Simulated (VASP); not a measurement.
# La (P6_3/mmc) in VASP: single point with r2SCAN

Aim: the single point of La with r2SCAN.

Program: VASP 6.6.1. These are calculated values, not measurements. Logs are shortened: lines on timing, memory, paths and dates and some standing lists are left out, and cuts for length are marked.

**1. The cell of the first run**

The structure is hexagonal, space group P6_3/mmc (No. 194). Conventional cell: a = 3.757 Å, b = 3.757 Å, c = 6.081 Å, α = 90.00°, β = 90.00°, γ = 120.00°. Within 4.9 Å of La (site symmetry -6m2) lie 12 La at 3.74 to 3.76 Å.

**2. Single point, r2SCAN**

Input file POSCAR:

```
La
1.0
    3.7569539700      0.0000000000      0.0000000000
   -1.8784769900      3.2536223300      0.0000000000
    0.0000000000      0.0000000000      6.0812561600
La
2
Direct
    0.3333300000      0.6666700000      0.2500000000
    0.6666600000      0.3333300000      0.7500000000
```

Input file INCAR.step1:

```
PREC = Accurate
ENCUT = 520
ISMEAR = -1
SIGMA = 0.1
LREAL = False
LASPH = True
NELM = 60
NBANDS = 18
GGA = PE
ALGO = Normal
EDIFF = 1E-4
LWAVE = True
LCHARG = False
```

Input file INCAR.step2:

```
PREC = Accurate
ENCUT = 520
EDIFF = 1E-6
ISMEAR = -1
SIGMA = 0.1
LREAL = False
LASPH = True
NELM = 60
ALGO = Normal
ISIF = 2
LWAVE = False
LCHARG = False
METAGGA = R2SCAN
LMIXTAU = True
NBANDS = 18
ISTART = 1
```

Input file KPOINTS:

```
regular mesh
0
Gamma
  10 10 6
```

Potentials or basis: VASP PAW PBE potentials, release 64 (La).

Started as:

```
$ cat potpaw_PBE.64/La/POTCAR > POTCAR
$ cp INCAR.step1 INCAR
$ mpirun -np 1 vasp_std > vasp.out
$ cp INCAR.step2 INCAR
$ mpirun -np 1 vasp_std > vasp.out
```

OUTCAR:

```text
PREC = Accurate
   ENCUT = 520
   EDIFF = 1E-6
   ISMEAR = -1
   LREAL = False
   LASPH = True
   NELM = 60
   ISIF = 2
   METAGGA = R2SCAN
   ISTART = 1

 ion  position               nearest neighbor table
   1  0.333  0.667  0.250-
   2  0.667  0.333  0.750-

  LATTYP: Found a hexagonal cell.
 ALAT       =     3.7569539700
 C/A-ratio  =     1.6186666668

  Lattice vectors:

 A1 = (   3.7569539700,   0.0000000000,   0.0000000000)
 A2 = (  -1.8784769900,   3.2536223300,   0.0000000000)
 A3 = (   0.0000000000,   0.0000000000,   6.0812561600)

Analysis of symmetry for initial positions (statically):
=====================================================================
 Subroutine PRICEL returns:
 Original cell was already a primitive cell.

 Routine SETGRP: Setting up the symmetry group for a
 hexagonal supercell.

 Subroutine GETGRP returns: Found  8 space group operations
 (whereof  2 operations were pure point group operations)
 out of a pool of 24 trial point group operations.

The static configuration has the point symmetry C_2 .
 The point group associated with its full space group is D_2h.

Analysis of symmetry for dynamics (positions and initial velocities):
=====================================================================
 Subroutine PRICEL returns:
 Original cell was already a primitive cell.

 Routine SETGRP: Setting up the symmetry group for a
 hexagonal supercell.

 Subroutine GETGRP returns: Found  8 space group operations
 (whereof  2 operations were pure point group operations)
 out of a pool of 24 trial point group operations.

The dynamic configuration has the point symmetry C_2 .
 The point group associated with its full space group is D_2h.

 Subroutine INISYM returns: Found  8 space group operations
 (whereof  2 operations are pure point group operations),
 and found     1 'primitive' translations

----------------------------------------------------------------------------------------

                                     Primitive cell

  volume of cell :      74.3355

  direct lattice vectors                    reciprocal lattice vectors
     3.756953970  0.000000000  0.000000000     0.266173077  0.153674874  0.000000000
    -1.878476990  3.253622330  0.000000000     0.000000000  0.307349747  0.000000000
[... 80 lines left out ...]
   LNONCOLLINEAR =      F non collinear calculations
   LSORBIT =      F    spin-orbit coupling
   LASPH  =      T    aspherical Exc in radial PAW
   ENCUT  =  520.0 eV  38.22 Ry    6.18 a.u.   6.99  6.99 11.31*2*pi/ulx,y,z
   NELM   =     60;   NELMIN=  2; NELMDL=  0     # of ELM steps
   EDIFF  = 0.1E-05   stopping-criterion for ELM
   LREAL  =      F    real-space projection
   EDIFFG = 0.1E-04   stopping-criterion for IOM
   NSW    =      0    number of steps for IOM
   IBRION =     -1    ionic relax: 0-MD 1-quasi-New 2-CG
   NFREE  =      0    steps in history (QN), initial steepest desc. (CG)
   ISIF   =      2    stress and relaxation
   ISYM   =      2    0-nonsym 1-usesym 2-fastsym
   POTIM  = 0.5000    time-step for ionic-motion
   TEBEG  =    0.0;   TEEND  =   0.0 temperature during run
   PSTRESS=    0.0 pullay stress
   NELECT =      22.0000    total number of electrons
   NUPDOWN=      -1.0000    fix difference up-down
   EMIN   =  10.00;   EMAX   =-10.00  energy-range for DOS
   EFERMI =   0.00;   METHOD = LEGACY
   ISMEAR =    -1;   SIGMA  =   0.10  broadening in eV -4-tet -1-fermi 0-gaus
   EFERMI_NEDOS =   21; number of points for ismear=-14 and -15
   IALGO  =     38    algorithm
   IMIX   =      4    mixing-type and parameters
     AMIX     =   0.40;   BMIX     =  1.00
     AMIX_MAG =   1.60;   BMIX_MAG =  1.00
  volume/ion in A,a.u.               =      37.17       250.82
  Fermi-wavevector in a.u.,A,eV,Ry     =   1.090980  2.061654 16.194175  1.190238
  Thomas-Fermi vector in A             =   2.227216
   LORBIT       =      0    0 simple, 1 ext, 2 COOP (PROOUT), +10 PAW based schemes
   METAGGA = R2SCAN    functional components
   LHFCALC =     F    Hartree Fock is set to
   AEXX    =    0.0000 exact exchange contribution
   IVDW    =     0    specifies the selected vdW correction
   LEPSILON=     F    determine dielectric tensor
   LRPA    =     F    only Hartree local field effects (RPA)
 non-spin polarized calculation
  energy-cutoff  :      520.00
  volume of cell :       74.34
 maximum number of plane-waves:      2021
   NGX = 13   NGY = 13   NGZ = 23

 number of electron      21.9999997 magnetization

 Free energy of the ion-electron system (eV)
  ---------------------------------------------------
  ext. energy  EPLUGINS =         0.00000000
  ---------------------------------------------------
  free energy    TOTEN  =       -59.48104007 eV

  energy without entropy =      -59.36518179  energy(sigma->0) =      -59.42311093

 E-fermi :   7.9553     XC(G=0): -10.2101

 val. band max:        7.9424515113   @ k =   0.3000   0.3000   0.0000
 cond. band min:       7.9585654148   @ k =  -0.1000   0.3000   0.0000
 fundamental gap:      0.0161139035
 Fermi energy:         7.9553230734

 k-point     1 :       0.0000    0.0000    0.0000
  band No.  band energies     occupation
      1     -26.1025      2.00000
      2     -25.8831      2.00000
      3     -10.0571      2.00000
      4      -8.8045      2.00000
      5      -8.8045      2.00000
      6      -8.6190      2.00000
[... 481 lines left out ...]
      5      -9.5052      2.00000
      6      -9.0923      2.00000
[... 10 lines left out ...]
     17      10.1859      0.00000
     18      10.2171      0.00000

 [... further k-points ...]

------------------------ aborting loop because EDIFF is reached ----------------------------------------

  FORCE on cell =-STRESS in cart. coord.  units (eV):
  Direction    XX          YY          ZZ          XY          YZ          ZX
  --------------------------------------------------------------------------------------
  -------------------------------------------------------------------------------------
  Total        0.3644466      0.3646799      0.0864894     -0.0000000      0.0000000      0.0000000
  in kB        7.8550369      7.8600644      1.8641352     -0.0000000      0.0000000      0.0000000
  external PRESSURE =       5.8597455 kB  Pullay stress =       0.0000000 kB

 VOLUME and BASIS-vectors are now :
 -----------------------------------------------------------------------------
  energy-cutoff  :      520.00
  volume of cell :       74.34
      direct lattice vectors                 reciprocal lattice vectors
     3.756953970  0.000000000  0.000000000     0.266173077  0.153674874  0.000000000
    -1.878476990  3.253622330  0.000000000     0.000000000  0.307349747  0.000000000
     0.000000000  0.000000000  6.081256160     0.000000000  0.000000000  0.164439710

 POSITION                                       TOTAL-FORCE (eV/Angst)
 -----------------------------------------------------------------------------------
     -0.00002      2.16909      1.52031         0.000000     -0.000005      0.000000
      1.87846      1.08453      4.56094        -0.000000      0.000005     -0.000000
 -----------------------------------------------------------------------------------
    total drift:                               -0.000000      0.000000     -0.000000

  FREE ENERGIE OF THE ION-ELECTRON SYSTEM (eV)
  ---------------------------------------------------
  free  energy   TOTEN  =       -59.4810400682 eV

  energy  without entropy=      -59.3651817873  energy(sigma->0) =      -59.42311093
```

OUTCAR.step1:

```text
PREC = Accurate
   ENCUT = 520
   ISMEAR = -1
   LREAL = False
   LASPH = True
[... 727 lines left out ...]
     -0.00002      2.16909      1.52031         0.000000     -0.000166      0.000000
      1.87846      1.08453      4.56094        -0.000000      0.000166     -0.000000
 -----------------------------------------------------------------------------------
    total drift:                               -0.000000      0.000000     -0.000000

  FREE ENERGIE OF THE ION-ELECTRON SYSTEM (eV)
  ---------------------------------------------------
  free  energy   TOTEN  =        -9.7765310451 eV

  energy  without entropy=       -9.6530337727  energy(sigma->0) =       -9.71478241
```

OSZICAR.step1:

```text
N       E                     dE             d eps       ncg     rms          rms(c)
DAV:   1     0.252596645480E+03    0.25260E+03   -0.80762E+03  4464   0.169E+03
DAV:   2     0.278061718579E+02   -0.22479E+03   -0.22141E+03  6304   0.303E+02
DAV:   3    -0.612186785793E+01   -0.33928E+02   -0.32824E+02  7386   0.138E+02
DAV:   4    -0.946159382918E+01   -0.33397E+01   -0.32972E+01  8882   0.386E+01
DAV:   5    -0.973288863040E+01   -0.27129E+00   -0.27021E+00  7208   0.102E+01    0.333E+00
DAV:   6    -0.977216709597E+01   -0.39278E-01   -0.54618E-01  8920   0.511E+00    0.169E+00
DAV:   7    -0.976930593071E+01    0.28612E-02   -0.54342E-02  7368   0.181E+00    0.531E-01
DAV:   8    -0.977348848333E+01   -0.41826E-02   -0.24270E-02  8886   0.120E+00    0.213E-01
DAV:   9    -0.977326406152E+01    0.22442E-03   -0.44816E-04  7240   0.158E-01    0.228E-01
DAV:  10    -0.977647553594E+01   -0.32115E-02   -0.11531E-02  7800   0.754E-01    0.113E-01
DAV:  11    -0.977653104505E+01   -0.55509E-04   -0.73804E-04  8912   0.233E-01
   1 F= -.97765310E+01 E0= -.97147824E+01  d E =-.123497E+00
```

It took 6.9 min on 1 thread of Intel Xeon Platinum 8488C (Sapphire Rapids), shared host; peak memory 0.32 GiB.

What came out:

- Free energy: -59.4810 eV
- Pressure: 0.6 GPa
- Band gap on the k mesh: zero (bands 11 and 12 overlap by 1.69 eV)

Caveat: the PAW data sets were made with another functional, which shifts forces and pressure a little; spin-orbit coupling is left out, which moves the levels of the heavy elements.
